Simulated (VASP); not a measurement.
**Cs: single point with PBE**

Crystal: Cs.

```xyz
2
Lattice="0.0000 5.5176 5.5176 5.5176 0.0000 5.5176 5.5176 5.5176 0.0000" Properties=species:S:1:pos:R:3 pbc="T T T"
Cs   -1.3794   -1.3794   -1.3794
Cs    1.3794    1.3794    1.3794
```

This isn't the form of Cs at room conditions, which is bcc.

- Program: VASP 6.6.1
- Task: single point
- Functional: PBE
- Potentials or basis: VASP PAW PBE potentials, release 64 (Cs_sv)
- Cutoff: 520 eV
- k mesh: 6 × 6 × 6
- Occupations: fermi-dirac, width 0.08 eV
- Spin: no spin polarisation
- Dipole correction: no
- k mesh for the DOS: 9 × 9 × 9
- Occupations for the DOS: tetrahedron
- Further INCAR settings: ALGO = Normal; EDIFF = 1e-06

```yaml
Valence_electrons_inside_the_program's_atomic_spheres: Cs 6.54
```

Levels at points of the mesh, in eV from the valence-band top:
| k point | band 5 | band 6 | band 7 | band 8 | band 9 | band 10 | band 11 | band 12 | band 13 |
| --- | --- | --- | --- | --- | --- | --- | --- | --- | --- |
| (0.00, 0.00, 0.00) | -11.23 | -11.10 | -11.10 | -11.10 | -1.41 | 1.28 | 1.29 | 1.35 | 1.35 |

Wall time 81 s on 1 thread of Intel(R) Xeon(R) 6975P-C (Granite Rapids) (shared host), peak memory 0.5 GiB.

Caveat: spin-orbit coupling is left out, which moves the levels of the heavy elements.
